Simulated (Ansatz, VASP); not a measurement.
PbSe: VASP beside Ansatz

```
Pb Se
1.0
     0.00000    3.02091    3.02091
     3.02091    0.00000    3.02091
     3.02091    3.02091    0.00000
Pb Se
1 1
Cartesian
  0.0000 0.0000 0.0000
  3.0209 3.0209 3.0209
```

Alike in both runs: functional LDA; k mesh 8 × 8 × 8; occupations fermi-dirac, width 0.02 eV; no spin polarisation.

Ansatz relaxed the structure, and its values are those at the end. VASP's run is a single point on that final structure, the one shown.

```csv
,VASP,Ansatz
version,VASP 6.6.1,Ansatz 0.2.0
potentials or method,"VASP PAW LDA potentials, release 64 (Pb_d, Se), cutoff 520 eV",PAW plane waves
valence electrons in the cell,20,30
```

|  | VASP | Ansatz | Ansatz less VASP |
| --- | --- | --- | --- |
| pressure (GPa) | 0.1 | 0.0 | -0.11 |

Ansatz warns that its potentials were made for another functional, while VASP's fit it. LDA's correlation is that of Perdew and Zunger in VASP and of Perdew and Wang (1992) in Ansatz. VASP's potentials hold 20 valence electrons a cell and Ansatz's 30, so a difference there can come from the potentials and not from the codes.

Neither program's run includes spin-orbit coupling.
